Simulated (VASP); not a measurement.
A run of VASP 6.6.1:

The input POSCAR:

```
MoS2
1.0
    3.1389915331      0.0000000000      0.0000000000
   -1.5694957665      2.7184538505      0.0000000000
    0.0000000000      0.0000000000      6.1394377878
Mo S
1 2
Direct
    0.0000000000      0.0000000000      0.5000000000
    0.3333333333      0.6666666667      0.2553200000
    0.6666666667      0.3333333333      0.7446800000
```

The input INCAR.step1:

```
SYSTEM = MoS2
ALGO = Normal
EDIFF = 1E-4
ENCUT = 520
GGA = PE
ISMEAR = 1
LASPH = .True.
LCHARG = .False.
LREAL = .False.
LWAVE = .True.
NBANDS = 20
NELM = 80
PREC = Accurate
SIGMA = 0.05
```

INCAR.step2

```
SYSTEM = MoS2
ALGO = Normal
EDIFF = 1E-7
ENCUT = 520
ISIF = 2
ISMEAR = 1
ISTART = 1
LASPH = .True.
LCHARG = .False.
LMIXTAU = .True.
LREAL = .False.
LWAVE = .False.
METAGGA = R2SCAN
NBANDS = 20
NELM = 80
PREC = Accurate
SIGMA = 0.05
```

Contents of KPOINTS:

```
k-points
0
Gamma
  10 10 5
  0 0 0
```

Potentials or basis: VASP PAW PBE potentials, release 64 (Mo_sv, S).

Launch:

```console
$ cat potpaw_PBE.64/Mo_sv/POTCAR potpaw_PBE.64/S/POTCAR > POTCAR
$ cp INCAR.step1 INCAR
$ mpirun -np 1 vasp_std > vasp.out
$ cp INCAR.step2 INCAR
$ mpirun -np 1 vasp_std > vasp.out
```

Hardware: 1 thread of Intel Xeon 8259CL, with other jobs on the host.

Problem. How long does it take, and how much memory?

Solution. Wall time 4 min on 1 thread of Intel Xeon 8259CL, with other jobs on the host, peak memory 0.21 GiB. Counts: k points 58.
